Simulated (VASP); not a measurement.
# SnO2 (P6_3/mmc) in VASP: notebook

The runs below take SnO2 through single point, with PBEsol.

Program: VASP 6.6.1. These are calculated values, not measurements. Logs are shortened: lines on timing, memory, paths and dates and some standing lists are left out, and cuts for length are marked.

**1. The cell of the first run**

The structure is hexagonal, space group P6_3/mmc (No. 194). Conventional cell: a = 3.309 Å, b = 3.309 Å, c = 11.054 Å, α = 90.00°, β = 90.00°, γ = 120.00°. Within 2.9 Å of Sn (site symmetry -3m) lie 6 O at 2.18 Å. Within 2.9 Å of O (site symmetry 3m) lie 3 Sn at 2.18 Å and 3 O at 2.83 Å.

**2. Single point, PBEsol**

File INCAR:

```
SYSTEM = SnO2
ALGO = Normal ; EDIFF = 1E-6
ENCUT = 520 ; GGA = PS
ISIF = 2 ; ISMEAR = 1
LASPH = .TRUE. ; LCHARG = .FALSE.
LREAL = .FALSE. ; LWAVE = .FALSE.
NBANDS = 35 ; NELM = 60
PREC = Accurate ; SIGMA = 0.1
```

File KPOINTS:

```
k-points
0
G
  12 12 2
  0 0 0
```

File POSCAR:

```
SnO2
1.0
    3.3094055293      0.0000000000      0.0000000000
   -1.6547027647      2.8660248048      0.0000000000
    0.0000000000      0.0000000000     11.0538475842
Sn O
2 4
Direct
    0.0000000000      0.0000000000      0.5000000000
    0.0000000000      0.0000000000      0.0000000000
    0.6666666667      0.3333333333      0.4058600000
    0.6666666667      0.3333333333      0.0941400000
    0.3333333333      0.6666666667      0.5941400000
    0.3333333333      0.6666666667      0.9058600000
```

Potentials or basis: VASP PAW PBE potentials, release 64 (Sn_d, O).

On the command line:

```sh
> cat potpaw_PBE.64/Sn_d/POTCAR potpaw_PBE.64/O/POTCAR > POTCAR
> mpirun -np 1 vasp_std > vasp.out
```

OUTCAR:

```text
SYSTEM = SnO2
   EDIFF = 1E-6
   ENCUT = 520
   GGA = PS
   ISIF = 2
   ISMEAR = 1
   LASPH = .TRUE.
   LREAL = .FALSE.
   NELM = 60
   PREC = Accurate

 ion  position               nearest neighbor table
   1  0.000  0.000  0.500-   5 2.18   3 2.18   5 2.18   3 2.18   3 2.18   5 2.18
   2  0.000  0.000  0.000-   6 2.18   4 2.18   6 2.18   4 2.18   4 2.18   6 2.18
   3  0.667  0.333  0.406-   1 2.18   1 2.18   1 2.18
   4  0.667  0.333  0.094-   2 2.18   2 2.18   2 2.18
   5  0.333  0.667  0.594-   1 2.18   1 2.18   1 2.18
   6  0.333  0.667  0.906-   2 2.18   2 2.18   2 2.18

  LATTYP: Found a hexagonal cell.
 ALAT       =     3.3094055293
 C/A-ratio  =     3.3401308744

  Lattice vectors:

 A1 = (   3.3094055293,   0.0000000000,   0.0000000000)
 A2 = (  -1.6547027647,   2.8660248048,   0.0000000000)
 A3 = (   0.0000000000,   0.0000000000,  11.0538475842)

Analysis of symmetry for initial positions (statically):
=====================================================================
 Subroutine PRICEL returns:
 Original cell was already a primitive cell.

 Routine SETGRP: Setting up the symmetry group for a
 hexagonal supercell.

 Subroutine GETGRP returns: Found 24 space group operations
 (whereof 12 operations were pure point group operations)
 out of a pool of 24 trial point group operations.

The static configuration has the point symmetry D_3d.
 The point group associated with its full space group is D_6h.

Analysis of symmetry for dynamics (positions and initial velocities):
=====================================================================
 Subroutine PRICEL returns:
 Original cell was already a primitive cell.

 Routine SETGRP: Setting up the symmetry group for a
 hexagonal supercell.

 Subroutine GETGRP returns: Found 24 space group operations
 (whereof 12 operations were pure point group operations)
 out of a pool of 24 trial point group operations.

The dynamic configuration has the point symmetry D_3d.
 The point group associated with its full space group is D_6h.

 Subroutine INISYM returns: Found 24 space group operations
 (whereof 12 operations are pure point group operations),
 and found     1 'primitive' translations

----------------------------------------------------------------------------------------

                                     Primitive cell

  volume of cell :     104.8440

  direct lattice vectors                    reciprocal lattice vectors
     3.309405529  0.000000000  0.000000000     0.302169073  0.174457667  0.000000000
    -1.654702765  2.866024805  0.000000000     0.000000000  0.348915333  0.000000000
     0.000000000  0.000000000 11.053847584     0.000000000  0.000000000  0.090466237

  length of vectors
     3.309405529  3.309401671 11.053847584     0.348914927  0.348915333  0.090466237

  position of ions in fractional coordinates (direct lattice)
     0.000000000  0.000000000  0.500000000
     0.000000000  0.000000000  0.000000000
     0.666666667  0.333333333  0.405860000
     0.666666667  0.333333333  0.094140000
     0.333333333  0.666666667  0.594140000
     0.333333333  0.666666667  0.905860000

  ion indices of the primitive-cell ions
   primitive index   ion index
                 1           1
                 2           2
                 3           3
                 4           4
                 5           5
                 6           6

----------------------------------------------------------------------------------------

 KPOINTS: k-points

Automatic generation of k-mesh.
 Grid dimensions read from file:
 generate k-points for:   12   12    2

 Generating k-lattice:

  Cartesian coordinates                     Fractional coordinates (reciprocal lattice)
     0.025180756  0.014538139  0.000000000     0.083333333  0.000000000  0.000000000
     0.000000000  0.029076278  0.000000000     0.000000000  0.083333333  0.000000000
     0.000000000  0.000000000  0.045233119     0.000000000  0.000000000  0.500000000

  Length of vectors
     0.029076244  0.029076278  0.045233119

  Shift w.r.t. Gamma in fractional coordinates (k-lattice)
     0.000000000  0.000000000  0.000000000

 Subroutine IBZKPT returns following result:
 ===========================================

 Found     38 irreducible k-points:

 Following reciprocal coordinates:
            Coordinates               Weight
  0.000000  0.000000  0.000000      1.000000
  0.083333  0.000000  0.000000      6.000000
  0.166667  0.000000  0.000000      6.000000
  0.250000  0.000000  0.000000      6.000000
  0.333333  0.000000  0.000000      6.000000
  0.416667  0.000000  0.000000      6.000000
[... 16 lines left out ...]
  0.250000  0.000000  0.500000      6.000000
  0.333333  0.000000  0.500000      6.000000
 [... further k-points ...]
   k-points           NKPTS =     38   k-points in BZ     NKDIM =     38   number of bands    NBANDS=     35
   number of dos      NEDOS =    301   number of ions     NIONS =      6
   total plane-waves  NPLWV =  65856
   dimension x,y,z NGX =    28 NGY =   28 NGZ =   84
   dimension x,y,z NGXF=    56 NGYF=   56 NGZF=  168
   ions per type =               2   4
   NGX,Y,Z   is equivalent  to a cutoff of  14.07, 14.07, 12.63 a.u.
   NGXF,Y,Z  is equivalent  to a cutoff of  28.13, 28.13, 25.27 a.u.
 SYSTEM =  SnO2
   PREC   = accura    normal or accurate (medium, high low for compatibility)
   ISTART =      0    job   : 0-new  1-cont  2-samecut
   ICHARG =      2    charge: 1-file 2-atom 10-const
   ISPIN  =      1    spin polarized calculation?
   LNONCOLLINEAR =      F non collinear calculations
   LSORBIT =      F    spin-orbit coupling
   LASPH  =      T    aspherical Exc in radial PAW
   ENCUT  =  520.0 eV  38.22 Ry    6.18 a.u.   6.15  6.15 20.55*2*pi/ulx,y,z
   NELM   =     60;   NELMIN=  2; NELMDL= -5     # of ELM steps
   EDIFF  = 0.1E-05   stopping-criterion for ELM
   LREAL  =      F    real-space projection
   EDIFFG = 0.1E-04   stopping-criterion for IOM
   NSW    =      0    number of steps for IOM
   IBRION =     -1    ionic relax: 0-MD 1-quasi-New 2-CG
   NFREE  =      0    steps in history (QN), initial steepest desc. (CG)
   ISIF   =      2    stress and relaxation
   ISYM   =      2    0-nonsym 1-usesym 2-fastsym
   POTIM  = 0.5000    time-step for ionic-motion
   TEBEG  =    0.0;   TEEND  =   0.0 temperature during run
   PSTRESS=    0.0 pullay stress
   NELECT =      52.0000    total number of electrons
   NUPDOWN=      -1.0000    fix difference up-down
   EMIN   =  10.00;   EMAX   =-10.00  energy-range for DOS
   EFERMI =   0.00;   METHOD = LEGACY
   ISMEAR =     1;   SIGMA  =   0.10  broadening in eV -4-tet -1-fermi 0-gaus
   EFERMI_NEDOS =   21; number of points for ismear=-14 and -15
   IALGO  =     38    algorithm
   IMIX   =      4    mixing-type and parameters
     AMIX     =   0.40;   BMIX     =  1.00
     AMIX_MAG =   1.60;   BMIX_MAG =  1.00
  volume/ion in A,a.u.               =      17.47       117.92
  Fermi-wavevector in a.u.,A,eV,Ry     =   1.295870  2.448839 22.847983  1.679279
  Thomas-Fermi vector in A             =   2.427362
   LORBIT       =      0    0 simple, 1 ext, 2 COOP (PROOUT), +10 PAW based schemes
   GGA     = PS    functional components
   LHFCALC =     F    Hartree Fock is set to
   AEXX    =    0.0000 exact exchange contribution
   IVDW    =     0    specifies the selected vdW correction
   LEPSILON=     F    determine dielectric tensor
   LRPA    =     F    only Hartree local field effects (RPA)
 non-spin polarized calculation
 Methfessel and Paxton  Order N= 1 SIGMA  =   0.10
  energy-cutoff  :      520.00
  volume of cell :      104.84
 maximum number of plane-waves:      2846
 NGX is ok and might be reduce to    28
   NGX = 13   NGY = 13   NGZ = 41

 number of electron      52.0000002 magnetization

 Free energy of the ion-electron system (eV)
  ---------------------------------------------------
  ext. energy  EPLUGINS =         0.00000000
  ---------------------------------------------------
  free energy    TOTEN  =       -38.16827350 eV

  energy without entropy =      -38.17324068  energy(sigma->0) =      -38.16992922

 E-fermi :   1.4275     XC(G=0):  -9.0139

 val. band max:        1.3826607273   @ k =   0.2500   0.1667   0.0000
 cond. band min:       3.0454343548   @ k =   0.0000   0.0000   0.0000
 fundamental gap:      1.6627736275
 Fermi energy:         1.4274572548

 k-point     1 :       0.0000    0.0000    0.0000
  band No.  band energies     occupation
      1     -18.5727      2.00000
      2     -18.5725      2.00000
      3     -18.4166      2.00000
      4     -18.4166      2.00000
      5     -18.4166      2.00000
      6     -18.4165      2.00000
[... 27 lines left out ...]
     34      11.6741      0.00000
     35      11.7121      0.00000

 k-point     2 :       0.0833    0.0000    0.0000
  band No.  band energies     occupation
      1     -18.5563      2.00000
      2     -18.5561      2.00000
      3     -18.4561      2.00000
      4     -18.4559      2.00000
      5     -18.4057      2.00000
      6     -18.4057      2.00000
[... 27 lines left out ...]
     34      11.7974      0.00000
     35      11.8274      0.00000

 k-point     3 :       0.1667    0.0000    0.0000
  band No.  band energies     occupation
      1     -18.5911      2.00000
      2     -18.5904      2.00000
      3     -18.4892      2.00000
      4     -18.4889      2.00000
      5     -18.3809      2.00000
      6     -18.3808      2.00000
[... 27 lines left out ...]
     34      11.9968      0.00000
     35      12.1255      0.00000
[... 723 lines left out ...]
 k-point    23 :       0.2500    0.0000    0.5000
  band No.  band energies     occupation
      1     -18.7379      2.00000
      2     -18.7379      2.00000
      3     -18.4373      2.00000
      4     -18.4373      2.00000
      5     -18.3638      2.00000
      6     -18.3638      2.00000
[... 27 lines left out ...]
     34      12.2022      0.00000
     35      12.5239      0.00000

 k-point    24 :       0.3333    0.0000    0.5000
  band No.  band energies     occupation
      1     -18.8781      2.00000
      2     -18.8781      2.00000
      3     -18.4092      2.00000
      4     -18.4092      2.00000
      5     -18.3622      2.00000
      6     -18.3622      2.00000
[... 27 lines left out ...]
     34      12.4701      0.00000
     35      12.8290      0.00000

 [... further k-points ...]

------------------------ aborting loop because EDIFF is reached ----------------------------------------

  FORCE on cell =-STRESS in cart. coord.  units (eV):
  Direction    XX          YY          ZZ          XY          YZ          ZX
  --------------------------------------------------------------------------------------
  -------------------------------------------------------------------------------------
  Total       -8.8352514     -8.8352240     -3.9921198      0.0000000      0.0000000      0.0000000
  in kB     -135.0162650   -135.0158453    -61.0057460      0.0000000      0.0000000      0.0000000
  external PRESSURE =    -110.3459521 kB  Pullay stress =       0.0000000 kB

 VOLUME and BASIS-vectors are now :
 -----------------------------------------------------------------------------
  energy-cutoff  :      520.00
  volume of cell :      104.84
      direct lattice vectors                 reciprocal lattice vectors
     3.309405529  0.000000000  0.000000000     0.302169073  0.174457667  0.000000000
    -1.654702765  2.866024805  0.000000000     0.000000000  0.348915333  0.000000000
     0.000000000  0.000000000 11.053847584     0.000000000  0.000000000  0.090466237

 POSITION                                       TOTAL-FORCE (eV/Angst)
 -----------------------------------------------------------------------------------
      0.00000      0.00000      5.52692         0.000000      0.000000      0.000000
      0.00000      0.00000      0.00000         0.000000      0.000000      0.000000
      1.65470      0.95534      4.48631        -0.000000     -0.000000      0.991931
      1.65470      0.95534      1.04061        -0.000000     -0.000000     -0.991931
     -0.00000      1.91068      6.56753         0.000000      0.000000     -0.991931
     -0.00000      1.91068     10.01324         0.000000      0.000000      0.991931
 -----------------------------------------------------------------------------------
    total drift:                                0.000000      0.000000      0.000000

  FREE ENERGIE OF THE ION-ELECTRON SYSTEM (eV)
  ---------------------------------------------------
  free  energy   TOTEN  =       -38.1682734965 eV

  energy  without entropy=      -38.1732406776  energy(sigma->0) =      -38.16992922
```

It took 68 s on 1 thread of Intel Xeon 6975P-C (Granite Rapids), shared host; peak memory 0.3 GiB.

Results:

```yaml
Free_energy: -38.1683 eV
Pressure: -11.0 GPa
Largest_force: 0.992 eV/Å
Band_gap_on_the_k_mesh: 1.66 eV (least direct gap 1.97 eV)
```

Forces in eV/Å, atoms in the order of the input:
```
Sn   0.000  0.000  0.000
Sn   0.000  0.000  0.000
O    0.000  0.000  0.992
O    0.000  0.000 -0.992
O    0.000  0.000 -0.992
O    0.000  0.000  0.992
```

Stress tensor (GPa, compression positive):
```
-13.50   0.00   0.00
  0.00 -13.50   0.00
  0.00   0.00  -6.10
```

Caveat: the cell stands under tension; the PAW data sets were made with another functional, which shifts forces and pressure a little; spin-orbit coupling is left out, which moves the levels of the heavy elements.

**3. Single point, PBEsol**

This run uses another cell than the first one, of 17.88 Å³/atom.

File INCAR:

```
  ALGO = Normal
  EDIFF = 1E-7
  ENCUT = 520
  GGA = PS
  ISIF = 2
  ISMEAR = 1
  LASPH = T
  LCHARG = F
  LREAL = F
  LWAVE = F
  NBANDS = 35
  NELM = 80
  PREC = Accurate
  SIGMA = 0.1
```

File KPOINTS:

```
k-points
0
Gamma
  12 12 2
```

POSCAR, as its differences from that of step 2:

```diff
@@ -2,5 +2,5 @@
 1.0
-    3.3094055293      0.0000000000      0.0000000000
-   -1.6547027647      2.8660248048      0.0000000000
-    0.0000000000      0.0000000000     11.0538475842
+    3.3348634954      0.0000000000      0.0000000000
+   -1.6674317477      2.8880720158      0.0000000000
+    0.0000000000      0.0000000000     11.1388805226
 Sn O
```

Potentials or basis: VASP PAW PBE potentials, release 64 (Sn_d, O).

On the command line:

```sh
> cat potpaw_PBE.64/Sn_d/POTCAR potpaw_PBE.64/O/POTCAR > POTCAR
> mpirun -np 1 vasp_std > vasp.out
```

Run time: 68 s. Hardware: 1 thread of Intel Xeon 6975P-C (Granite Rapids), shared host; peak memory 0.29 GiB.

The run converged. Its results:

* Free energy: -37.9892 eV
* Pressure: -12.8 GPa
* Largest force: 1.166 eV/Å
* Band gap on the k mesh: 1.55 eV (least direct gap 1.83 eV)

Forces in eV/Å, atoms in the order of the input:
```
Sn   0.000  0.000  0.000
Sn   0.000  0.000  0.000
O    0.000  0.000  1.166
O    0.000  0.000 -1.166
O    0.000  0.000 -1.166
O    0.000  0.000  1.166
```

Stress tensor (GPa, compression positive):
```
-15.62   0.00   0.00
  0.00 -15.61   0.00
  0.00   0.00  -7.14
```

Levels at points of the mesh, in eV from the valence-band top:
```
           k point  band 22  band 23  band 24  band 25  band 26  band 27  band 28  band 29  band 30  band 31
(0.00, 0.00, 0.00)    -0.90    -0.88    -0.88    -0.79    -0.28     1.55     2.15     4.85     5.16     9.64
(0.50, 0.00, 0.00)    -1.08    -0.58    -0.55    -0.39    -0.09     4.22     4.31     6.36     6.82     9.19
(0.00, 0.00, 0.50)    -0.89    -0.89    -0.89    -0.56    -0.56     1.87     1.87     5.01     5.01     9.86
(0.50, 0.00, 0.50)    -1.20    -0.56    -0.56    -0.23    -0.23     4.26     4.26     6.58     6.58     9.34
```

Caveat: the cell stands under tension; the PAW data sets were made with another functional, which shifts forces and pressure a little; spin-orbit coupling is left out, which moves the levels of the heavy elements.
